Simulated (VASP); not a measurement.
A run of VASP 6.6.1 is set up as follows.

File POSCAR:

```
SiO
1.0
    0.0000000000      2.4336400000      2.4336400000
    2.4336400000      0.0000000000      2.4336400000
    2.4336400000      2.4336400000      0.0000000000
Si O
1 1
Direct
    0.7500000000      0.7500000000      0.7500000000
    0.0000000000      0.0000000000      0.0000000000
```

Contents of INCAR.step1:

```
PREC = Accurate
ENCUT = 520
EDIFF = 1E-5
ISMEAR = -1
SIGMA = 0.05
LREAL = False
LASPH = True
NELM = 60
ALGO = Normal
ISIF = 2
LWAVE = True
LCHARG = False
NBANDS = 12
GGA = PE
```

INCAR.step2

```
PREC = Accurate
ENCUT = 520
EDIFF = 1E-7
ISMEAR = -1
SIGMA = 0.05
LREAL = False
LASPH = True
NELM = 60
ALGO = Normal
ISIF = 2
LWAVE = False
LCHARG = False
GGA = PE
LHFCALC = True
HFSCREEN = 0.2079
PRECFOCK = Normal
NBANDS = 12
ISTART = 1
```

File KPOINTS:

```
Automatic mesh
0
Gamma
  5 5 5
```

Potentials or basis: VASP PAW PBE potentials, release 64 (Si, O).

Command:

```console
$ cat potpaw_PBE.64/Si/POTCAR potpaw_PBE.64/O/POTCAR > POTCAR
$ cp INCAR.step1 INCAR
$ mpirun -np 1 vasp_std > vasp.out
$ cp INCAR.step2 INCAR
$ mpirun -np 1 vasp_std > vasp.out
```

(1) What does it give for the band gap on the k mesh?

(2) What does it give for the pressure?

Results:

(1) 0.28 eV, indirect (least direct gap 1.07 eV).

(2) -1.2 GPa.

Caveat: the k points lie up to 0.45 Å⁻¹ apart; the PAW data sets were made with another functional, which shifts forces and pressure a little.
